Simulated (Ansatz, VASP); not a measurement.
# NaCl: VASP beside Ansatz

INCAR

```
SYSTEM = NaCl
ALGO     = Normal         ! electronic algorithm
EDIFF    = 1E-8           ! SCF threshold, eV
ENCUT    = 520            ! plane-wave cutoff, eV
GGA      = PE             ! functional
ISIF     = 2              ! what is computed and relaxed
ISMEAR   = -1             ! smearing method
LASPH    = .True.         ! aspherical terms in the spheres
LCHARG   = .False.        ! write CHGCAR
LEFG     = .True.       
LREAL    = .False.        ! projectors in reciprocal space
LWAVE    = .False.        ! write WAVECAR
NBANDS   = 14             ! bands
NELM     = 80             ! most SCF steps
PREC     = Accurate       ! precision mode
SIGMA    = 0.02           ! smearing width, eV
```

File KPOINTS:

```
k-points
0
Gamma
  8 8 8
  0 0 0
```

File POSCAR:

```
NaCl
1.0
    2.8600000000      0.0000000000      0.0000000000
    0.0000000000      2.8600000000      0.0000000000
    0.0000000000      0.0000000000      2.7742000000
Na Cl
1 1
Direct
    0.0000000000      0.0000000000      0.0000000000
    0.5000000000      0.5000000000      0.5000000000
```

Input for Ansatz:

```yaml
crystal:
  lattice:
    - [2.86, 0.0, 0.0]
    - [0.0, 2.86, 0.0]
    - [0.0, 0.0, 2.7742]
  atoms:
    - { symbol: Na, position: [0.0, 0.0, 0.0] }
    - { symbol: Cl, position: [0.5, 0.5, 0.5] }
kpoints:
  mp_grid: { grid: [8, 8, 8] }
scf:
  occupations: { method: fermi_dirac, width: 0.02 }
hamiltonian:
  xc: pbe
  pseudopotentials: { kind: all_electron, datasets: crystal }
output:
  forces: true
  stress: true
  eigenvalues: true
  efg: { contact_densities: true }
```

Change from the starting cell: zz strain of -3 %, crystal datasets.

Alike in both runs: task electric field gradients; functional PBE; k mesh 8 × 8 × 8; occupations fermi-dirac, width 0.02 eV; no spin polarisation.

|  | VASP | Ansatz |
| --- | --- | --- |
| version | VASP 6.6.1 | Ansatz 0.2.0 |
| potentials or method | VASP PAW PBE potentials, release 64 (Na_pv, Cl), cutoff 520 eV | all-electron PAW with datasets made for the crystal, scalar-relativistic |

Ansatz gave:

| Item | Value |
| --- | --- |
| gap on the k mesh at the Fermi level (eV) | 3.95 |
| pressure (GPa) | 73.2 |
| traceless stress, the component that is largest in VASP (GPa) | 5.83 |
| size of Vzz on the site where it differs most (V/Å²) | 17.8 |

Task: What did VASP give for the same quantities?

Result: gap on the k mesh at the Fermi level (eV): 4.00; pressure (GPa): 73.5; traceless stress, the component that is largest in VASP (GPa): 5.79; size of Vzz on the site where it differs most (V/Å²): 17.4.

Both programs put the cell under a high pressure, so it lies far from rest at this level. Ansatz ran all-electron here, and VASP with PAW potentials.

Noted on VASP's run: the cell as given lies far from equilibrium.
